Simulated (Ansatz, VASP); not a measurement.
**Cs: VASP beside Ansatz**

Contents of INCAR:

```
SYSTEM = Cs
PREC     = Accurate       ! precision mode
ENCUT    = 520            ! plane-wave cutoff, eV
EDIFF    = 1E-6           ! SCF threshold, eV
ISMEAR   = 0              ! smearing method
SIGMA    = 0.15           ! smearing width, eV
LREAL    = .FALSE.        ! projectors in reciprocal space
LASPH    = .TRUE.         ! aspherical terms in the spheres
NELM     = 60             ! most SCF steps
ALGO     = Fast           ! electronic algorithm
ISIF     = 2              ! what is computed and relaxed
LWAVE    = .FALSE.        ! write WAVECAR
LCHARG   = .FALSE.        ! write CHGCAR
GGA      = PE             ! functional
NBANDS   = 10             ! bands
```

The input KPOINTS:

```
Automatic mesh
0
G
  12 12 12
  0 0 0
```

POSCAR

```
Cs
1.0
   -3.0225000000      3.0225000000      3.1736250000
    3.0225000000     -3.0225000000      3.1736250000
    3.0225000000      3.0225000000     -3.1736250000
Cs
1
Direct
    0.0000000000      0.0000000000      0.0000000000
```

Input for Ansatz:

```yaml
crystal:
  lattice:
    - [-3.0225, 3.0225, 3.173625]
    - [3.0225, -3.0225, 3.173625]
    - [3.0225, 3.0225, -3.173625]
  atoms:
    - { symbol: Cs, position: [0.0, 0.0, 0.0] }
basis:
  ecutwfc: 420
kpoints:
  mp_grid: { grid: [12, 12, 12] }
hamiltonian:
  xc: pbe
scf:
  occupations: { method: gaussian, width: 0.15 }
output:
  forces: true
  stress: true
  eigenvalues: true
```

Change from the starting cell: strain +0.000 along x and y, +0.050 along z, atoms carried along.

Alike in both runs: task single point; functional PBE; k mesh 12 × 12 × 12; occupations gaussian, width 0.15 eV; no spin polarisation.

|  | VASP | Ansatz |
| --- | --- | --- |
| version | VASP 6.6.1 | Ansatz 0.2.0 |
| potentials or method | VASP PAW PBE potentials, release 64 (Cs_sv), cutoff 520 eV | scalar-relativistic, plane waves, PAW |
| valence electrons in the cell | 9 | 9 |

|  | VASP | Ansatz | Ansatz less VASP |
| --- | --- | --- | --- |
| gap on the k mesh at the Fermi level (eV) | none | none | - |
| pressure (GPa) | 0.0 | 0.0 | +0.01 |

A gap of «none» marks a metal or a gap that the smearing closes. With one functional, cell and mesh, what is left measures potentials, basis and numerics.

Neither program's run includes spin-orbit coupling.
